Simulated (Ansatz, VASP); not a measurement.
## SrSn2O3: VASP beside Ansatz

```
CELL_PARAMETERS angstrom
4.66701 0.00000 0.00000
-2.33351 4.04175 0.00000
0.00000 0.00000 5.34088
ATOMIC_POSITIONS crystal
Sr 0.00000 0.00000 0.00000
Sn 0.33333 0.66667 0.37113
Sn 0.66667 0.33333 0.62887
O 0.33333 0.66667 0.76171
O 0.66667 0.33333 0.23829
O 0.00000 0.00000 0.50000
```

Change from the starting cell: species swapped into the Li3PrBi2 type (P-3m1, No. 164).

Alike in both runs: task relaxation of cell and atoms; functional PBE; k mesh 6 × 6 × 6; occupations gaussian, width 0.02 eV; no spin polarisation.

```csv
,VASP,Ansatz
version,VASP 6.6.1,Ansatz 0.2.0
potentials or method,"VASP PAW PBE potentials, release 64 (Sr_sv, Sn_d, O), cutoff 600 eV","scalar-relativistic, plane waves, PAW"
valence electrons in the cell,56,56
```

Ansatz gave:

- gap on the k mesh at the Fermi level, each at its own relaxed structure (eV): 1.30
- relaxed volume (Å³/atom): 16.81
- relaxed cell length with the largest relative difference (Å): 5.332

Q: What did VASP give for the same quantities?

A: gap on the k mesh at the Fermi level, each at its own relaxed structure (eV): 1.29; relaxed volume (Å³/atom): 16.78; relaxed cell length with the largest relative difference (Å): 5.346.
